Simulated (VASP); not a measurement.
# Re (Fm-3m) in VASP: single point with LDA

Aim: the single point of Re with LDA.

Program: VASP 6.6.1. These are calculated values, not measurements. Logs are shortened: lines on timing, memory, paths and dates and some standing lists are left out, and cuts for length are marked.

**1. The cell of the first run**

It takes space group Fm-3m (No. 225, cubic). The conventional cell has a = 3.860 Å, b = 3.860 Å, c = 3.860 Å, α = 90.00°, β = 90.00°, γ = 90.00°. Re (site symmetry m-3m) has 12 Re at 2.73 Å within 3.6 Å.

This isn't the form of Re at room conditions, which is hcp.

**2. Single point, LDA**

File INCAR:

```
  ALGO = Normal
  EDIFF = 1E-6
  ENCUT = 560
  GGA_COMPAT = False
  ISIF = 2
  ISMEAR = -1
  LASPH = True
  LCHARG = False
  LREAL = False
  LWAVE = False
  NBANDS = 14
  NELM = 120
  PREC = Accurate
  SIGMA = 0.1
```

File KPOINTS:

```
k-points
0
Gamma
  14 14 14
```

File POSCAR:

```
Re
1.0
    0.0000000000      1.9301706271      1.9301706271
    1.9301706271      0.0000000000      1.9301706271
    1.9301706271      1.9301706271      0.0000000000
Re
1
Direct
    0.0000000000      0.0000000000      0.0000000000
```

Potentials or basis: VASP PAW LDA potentials, release 64 (Re_sv_GW).

Launch:

```console
$ cat potpaw_LDA.64/Re_sv_GW/POTCAR > POTCAR
$ mpirun -np 1 vasp_std > vasp.out
```

OUTCAR:

```text
EDIFF = 1E-6
   ENCUT = 560
   ISIF = 2
   ISMEAR = -1
   LASPH = True
   LREAL = False
   NELM = 120
   PREC = Accurate

 ion  position               nearest neighbor table
   1  0.000  0.000  0.000-

  LATTYP: Found a face centered cubic cell.
 ALAT       =     3.8603412542

  Lattice vectors:

 A1 = (   0.0000000000,   1.9301706271,   1.9301706271)
 A2 = (   1.9301706271,   0.0000000000,   1.9301706271)
 A3 = (   1.9301706271,   1.9301706271,   0.0000000000)

Analysis of symmetry for initial positions (statically):
=====================================================================
 Subroutine PRICEL returns:
 Original cell was already a primitive cell.

 Routine SETGRP: Setting up the symmetry group for a
 face centered cubic supercell.

 Subroutine GETGRP returns: Found 48 space group operations
 (whereof 48 operations were pure point group operations)
 out of a pool of 48 trial point group operations.

The static configuration has the point symmetry O_h .

Analysis of symmetry for dynamics (positions and initial velocities):
=====================================================================
 Subroutine PRICEL returns:
 Original cell was already a primitive cell.

 Routine SETGRP: Setting up the symmetry group for a
 face centered cubic supercell.

 Subroutine GETGRP returns: Found 48 space group operations
 (whereof 48 operations were pure point group operations)
 out of a pool of 48 trial point group operations.

The dynamic configuration has the point symmetry O_h .

 Subroutine INISYM returns: Found 48 space group operations
 (whereof 48 operations are pure point group operations),
 and found     1 'primitive' translations

----------------------------------------------------------------------------------------

                                     Primitive cell

  volume of cell :      14.3819

  direct lattice vectors                    reciprocal lattice vectors
     0.000000000  1.930170627  1.930170627    -0.259044456  0.259044456  0.259044456
     1.930170627  0.000000000  1.930170627     0.259044456 -0.259044456  0.259044456
     1.930170627  1.930170627  0.000000000     0.259044456  0.259044456 -0.259044456

  length of vectors
     2.729673479  2.729673479  2.729673479     0.448678159  0.448678159  0.448678159

  position of ions in fractional coordinates (direct lattice)
     0.000000000  0.000000000  0.000000000

  ion indices of the primitive-cell ions
   primitive index   ion index
                 1           1

----------------------------------------------------------------------------------------

 KPOINTS: k-points

Automatic generation of k-mesh.
 Grid dimensions read from file:
 generate k-points for:   14   14   14

 Generating k-lattice:

  Cartesian coordinates                     Fractional coordinates (reciprocal lattice)
    -0.018503175  0.018503175  0.018503175     0.071428571  0.000000000  0.000000000
     0.018503175 -0.018503175  0.018503175     0.000000000  0.071428571  0.000000000
     0.018503175  0.018503175 -0.018503175     0.000000000  0.000000000  0.071428571

  Length of vectors
     0.032048440  0.032048440  0.032048440

  Shift w.r.t. Gamma in fractional coordinates (k-lattice)
     0.000000000  0.000000000  0.000000000

 Subroutine IBZKPT returns following result:
 ===========================================

 Found    104 irreducible k-points:

 Following reciprocal coordinates:
            Coordinates               Weight
  0.000000  0.000000  0.000000      1.000000
  0.071429  0.000000  0.000000      8.000000
  0.142857  0.000000  0.000000      8.000000
  0.214286  0.000000  0.000000      8.000000
  0.285714  0.000000  0.000000      8.000000
  0.357143  0.000000  0.000000      8.000000
[... 16 lines left out ...]
  0.214286  0.142857  0.000000     24.000000
  0.285714  0.142857  0.000000     24.000000
 [... further k-points ...]
   k-points           NKPTS =    104   k-points in BZ     NKDIM =    104   number of bands    NBANDS=     14
   number of dos      NEDOS =    301   number of ions     NIONS =      1
   total plane-waves  NPLWV =  13824
   dimension x,y,z NGX =    24 NGY =   24 NGZ =   24
   dimension x,y,z NGXF=    48 NGYF=   48 NGZF=   48
   ions per type =               1
   NGX,Y,Z   is equivalent  to a cutoff of  14.62, 14.62, 14.62 a.u.
   NGXF,Y,Z  is equivalent  to a cutoff of  29.23, 29.23, 29.23 a.u.
 SYSTEM =  unknown system
   PREC   = accura    normal or accurate (medium, high low for compatibility)
   ISTART =      0    job   : 0-new  1-cont  2-samecut
   ICHARG =      2    charge: 1-file 2-atom 10-const
   ISPIN  =      1    spin polarized calculation?
   LNONCOLLINEAR =      F non collinear calculations
   LSORBIT =      F    spin-orbit coupling
   LASPH  =      T    aspherical Exc in radial PAW
   ENCUT  =  560.0 eV  41.16 Ry    6.42 a.u.   5.27  5.27  5.27*2*pi/ulx,y,z
   NELM   =    120;   NELMIN=  2; NELMDL= -5     # of ELM steps
   EDIFF  = 0.1E-05   stopping-criterion for ELM
   LREAL  =      F    real-space projection
   EDIFFG = 0.1E-04   stopping-criterion for IOM
   NSW    =      0    number of steps for IOM
   IBRION =     -1    ionic relax: 0-MD 1-quasi-New 2-CG
   NFREE  =      0    steps in history (QN), initial steepest desc. (CG)
   ISIF   =      2    stress and relaxation
   ISYM   =      2    0-nonsym 1-usesym 2-fastsym
   POTIM  = 0.5000    time-step for ionic-motion
   TEBEG  =    0.0;   TEEND  =   0.0 temperature during run
   PSTRESS=    0.0 pullay stress
   NELECT =      15.0000    total number of electrons
   NUPDOWN=      -1.0000    fix difference up-down
   EMIN   =  10.00;   EMAX   =-10.00  energy-range for DOS
   EFERMI =   0.00;   METHOD = LEGACY
   ISMEAR =    -1;   SIGMA  =   0.10  broadening in eV -4-tet -1-fermi 0-gaus
   EFERMI_NEDOS =   21; number of points for ismear=-14 and -15
   IALGO  =     38    algorithm
   IMIX   =      4    mixing-type and parameters
     AMIX     =   0.40;   BMIX     =  1.00
     AMIX_MAG =   1.60;   BMIX_MAG =  1.00
  volume/ion in A,a.u.               =      14.38        97.05
  Fermi-wavevector in a.u.,A,eV,Ry     =   1.660222  3.137365 37.502252  2.756338
  Thomas-Fermi vector in A             =   2.747496
   LORBIT       =      0    0 simple, 1 ext, 2 COOP (PROOUT), +10 PAW based schemes
   GGA     = CA    functional components
   LHFCALC =     F    Hartree Fock is set to
   AEXX    =    0.0000 exact exchange contribution
   IVDW    =     0    specifies the selected vdW correction
   LEPSILON=     F    determine dielectric tensor
   LRPA    =     F    only Hartree local field effects (RPA)
 non-spin polarized calculation
  energy-cutoff  :      560.00
  volume of cell :       14.38
 maximum number of plane-waves:       444
 NGX is ok and might be reduce to    24
   NGX = 11   NGY = 11   NGZ = 11

 number of electron      14.9999999 magnetization

 Free energy of the ion-electron system (eV)
  ---------------------------------------------------
  ext. energy  EPLUGINS =         0.00000000
  ---------------------------------------------------
  free energy    TOTEN  =       -15.31921566 eV

  energy without entropy =      -15.28754529  energy(sigma->0) =      -15.30338048

 E-fermi :  13.4513     XC(G=0): -14.5571

 val. band max:       13.4343979278   @ k =   0.1429   0.1429   0.0000
 cond. band min:      13.4607014906   @ k =  -0.4286   0.2857   0.1429
 fundamental gap:      0.0263035628
 Fermi energy:        13.4513263053

 k-point     1 :       0.0000    0.0000    0.0000
  band No.  band energies     occupation
      1     -66.2495      2.00000
      2     -27.6658      2.00000
      3     -27.6658      2.00000
      4     -27.6658      2.00000
      5       3.2519      2.00000
      6      11.4631      2.00000
      7      11.4631      2.00000
      8      11.4631      2.00000
      9      14.7536      0.00000
     10      14.7536      0.00000
     11      26.5581      0.00000
     12      32.2050      0.00000
     13      32.2050      0.00000
     14      32.2050      0.00000

 k-point     2 :       0.0714    0.0000    0.0000
  band No.  band energies     occupation
      1     -66.2434      2.00000
      2     -27.7376      2.00000
      3     -27.6754      2.00000
      4     -27.6754      2.00000
      5       3.4989      2.00000
      6      11.2965      2.00000
      7      11.5762      2.00000
      8      11.5762      2.00000
      9      14.6585      0.00001
     10      14.6585      0.00001
     11      27.0307      0.00000
     12      31.2406      0.00000
     13      32.6535      0.00000
     14      32.6535      0.00000

 k-point     3 :       0.1429    0.0000    0.0000
  band No.  band energies     occupation
      1     -66.2251      2.00000
      2     -27.9333      2.00000
      3     -27.7007      2.00000
      4     -27.7007      2.00000
      5       4.1885      2.00000
      6      10.9182      2.00000
      7      11.8364      2.00000
      8      11.8364      2.00000
      9      14.4988      0.00006
     10      14.4988      0.00006
     11      28.1382      0.00000
     12      29.7440      0.00000
     13      33.9326      0.00000
     14      33.9326      0.00000
[... 324 lines left out ...]
 k-point    23 :       0.2143    0.1429    0.0000
  band No.  band energies     occupation
      1     -66.1971      2.00000
      2     -28.1038      2.00000
      3     -27.8061      2.00000
      4     -27.7950      2.00000
      5       5.2557      2.00000
      6       9.9714      2.00000
      7      12.3261      1.99997
      8      12.6195      1.99951
      9      13.3400      1.50530
     10      15.4080      0.00000
     11      29.9228      0.00000
     12      30.4823      0.00000
     13      33.5459      0.00000
     14      34.1130      0.00000

 k-point    24 :       0.2857    0.1429    0.0000
  band No.  band energies     occupation
      1     -66.1714      2.00000
      2     -28.3472      2.00000
      3     -27.8514      2.00000
      4     -27.8377      2.00000
      5       6.1781      2.00000
      6       9.7358      2.00000
      7      11.7336      2.00000
      8      12.7454      1.99828
      9      14.2802      0.00050
     10      15.9028      0.00000
     11      28.6133      0.00000
     12      31.6977      0.00000
     13      34.2486      0.00000
     14      34.5954      0.00000

 [... further k-points ...]

------------------------ aborting loop because EDIFF is reached ----------------------------------------

  FORCE on cell =-STRESS in cart. coord.  units (eV):
  Direction    XX          YY          ZZ          XY          YZ          ZX
  --------------------------------------------------------------------------------------
  -------------------------------------------------------------------------------------
  Total        0.0039172      0.0039172      0.0039172      0.0000000      0.0000000      0.0000000
  in kB        0.4363855      0.4363855      0.4363855      0.0000000      0.0000000      0.0000000
  external PRESSURE =       0.4363855 kB  Pullay stress =       0.0000000 kB

 VOLUME and BASIS-vectors are now :
 -----------------------------------------------------------------------------
  energy-cutoff  :      560.00
  volume of cell :       14.38
      direct lattice vectors                 reciprocal lattice vectors
     0.000000000  1.930170627  1.930170627    -0.259044456  0.259044456  0.259044456
     1.930170627  0.000000000  1.930170627     0.259044456 -0.259044456  0.259044456
     1.930170627  1.930170627  0.000000000     0.259044456  0.259044456 -0.259044456

 POSITION                                       TOTAL-FORCE (eV/Angst)
 -----------------------------------------------------------------------------------
      0.00000      0.00000      0.00000         0.000000      0.000000     -0.000000
 -----------------------------------------------------------------------------------
    total drift:                               -0.000000     -0.000000     -0.000000

  FREE ENERGIE OF THE ION-ELECTRON SYSTEM (eV)
  ---------------------------------------------------
  free  energy   TOTEN  =       -15.3192156595 eV

  energy  without entropy=      -15.2875452938  energy(sigma->0) =      -15.30338048
```

It took 34 s on 1 thread of AMD EPYC 7R43 (Zen 3), shared host; peak memory 0.12 GiB.

Results:

- Free energy: -15.3192 eV
- Pressure: 0.0 GPa
- Band gap on the k mesh: zero (an odd number of electrons rules out a gap without spin polarisation)

Caveat: spin-orbit coupling is left out, which moves the levels of the heavy elements.

The gap in the log of VASP goes by the Fermi energy; the results here count the filled bands.